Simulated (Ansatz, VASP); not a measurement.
## One calculation of Ge4H, two programs

File INCAR:

```
ALGO = Normal ; DIPOL = 0.5 0.5 0.336
EDIFF = 1E-7 ; ENCUT = 520
GGA = PE ; IDIPOL = 3
ISIF = 2 ; ISMEAR = 0
IVDW = 12 ; LASPH = True
LCHARG = True ; LDIPOL = True
LELF = True ; LREAL = False
LVACPOTAV = True ; LVHAR = True
LWAVE = False ; NBANDS = 36
NELM = 100 ; PREC = Accurate
SIGMA = 0.1
```

The input KPOINTS:

```
k-points
0
Gamma
  7 7 1
```

POSCAR

```
Ge4H
1.0
    4.0303587907      0.0000000000      0.0000000000
    0.0000000000      4.0303587907      0.0000000000
    0.0000000000      0.0000000000     21.6416627718
Ge H
4 1
Direct
    0.0000000000      0.5000000000      0.1848286817
    0.0000000000      0.0000000000      0.2506714513
    0.5000000000      0.0000000000      0.3196569899
    0.5000000000      0.5000000000      0.3854446333
    0.8750000000      0.8750000000      0.5379282957
```

Input for Ansatz:

```yaml
crystal:
  lattice:
    - [4.0303587907, 0.0, 0.0]
    - [0.0, 4.0303587907, 0.0]
    - [0.0, 0.0, 21.6416627718]
  atoms:
    - { symbol: Ge, position: [0.0, 0.5, 0.1848286817] }
    - { symbol: Ge, position: [0.0, 0.0, 0.2506714513] }
    - { symbol: Ge, position: [0.5, 0.0, 0.3196569899] }
    - { symbol: Ge, position: [0.5, 0.5, 0.3854446333] }
    - { symbol: H, position: [0.875, 0.875, 0.5379282957] }
basis:
  ecutwfc: 420
kpoints:
  mp_grid: { grid: [7, 7, 1] }
hamiltonian:
  xc: pbe
  pseudopotentials: { kind: paw, azcp: { folder: soft_1 } }
  dispersion: d3bj
scf:
  occupations: { method: gaussian, width: 0.1 }
output:
  forces: true
  eigenvalues: true
efield:
  axis: 3
  dipole_correction: true
  ramp_width: 0.04
```

Alike in both runs: task single point; functional PBE; dispersion D3(BJ); k mesh 7 × 7 × 1; occupations gaussian, width 0.1 eV; no spin polarisation.

|  | VASP | Ansatz |
| --- | --- | --- |
| version | VASP 6.6.1 | Ansatz 0.2.0 |
| potentials or method | VASP PAW PBE potentials, release 64 (Ge_d, H), cutoff 520 eV | scalar-relativistic, plane waves, PAW |
| valence electrons in the cell | 57 | 57 |

|  | VASP | Ansatz | Ansatz less VASP |
| --- | --- | --- | --- |
| gap on the k mesh at the Fermi level (eV) | none | none | - |
| rms of the force components (eV/Å) | 0.108 | 0.108 | -0.0008 |
| work function, face that differs most (eV) | 4.93 | 4.93 | -0.003 |

Atom by atom the forces differ by 0.002 eV/Å (rms over components). A gap of «none» marks a metal or a gap that the smearing closes.
